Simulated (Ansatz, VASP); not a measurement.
## Two plane-wave programs on ZrIn2Se3

```xyz
6
Lattice="3.9134 0.0000 0.0000 0.0000 3.9134 0.0000 0.0000 0.0000 9.1913" Properties=species:S:1:pos:R:3 pbc="T T T"
Zr    1.9567    1.9567    0.0000
In    1.9567    0.0000    6.4237
In    0.0000    1.9567    2.7676
Se    1.9567    0.0000    3.3716
Se    0.0000    1.9567    5.8197
Se    0.0000    0.0000    0.0000
```

Change from the starting cell: species swapped into the Hf2SiAs3 type (P-4m2, No. 115).

Alike in both runs: task single point; functional PBE; k mesh 4 × 4 × 2; occupations gaussian, width 0.1 eV; collinear spin.

|  | VASP | Ansatz |
| --- | --- | --- |
| version | VASP 6.6.1 | Ansatz 0.2.0 |
| potentials or method | VASP PAW PBE potentials, release 64 (Zr_sv, In_d, Se), cutoff 520 eV | scalar-relativistic, plane waves, PAW |
| valence electrons in the cell | 56 | 86 |

```tsv
	VASP	Ansatz	Ansatz less VASP
gap on the k mesh at the Fermi level (eV)	none	none	-
pressure (GPa)	0.2	0.1	-0.05
rms of the force components (eV/Å)	0.010	0.011	+0.0008
net moment per atom (μB)	0.00	0.00	-0.001
```

Atom by atom the forces differ by 0.001 eV/Å (rms over components). A gap of «none» marks a metal or a gap that the smearing closes. VASP's potentials hold 56 valence electrons a cell and Ansatz's 86, so a difference there can come from the potentials and not from the codes. Ansatz's warnings: seeded moment not kept.

The k mesh is coarse, so the values compare programs but aren't converged.
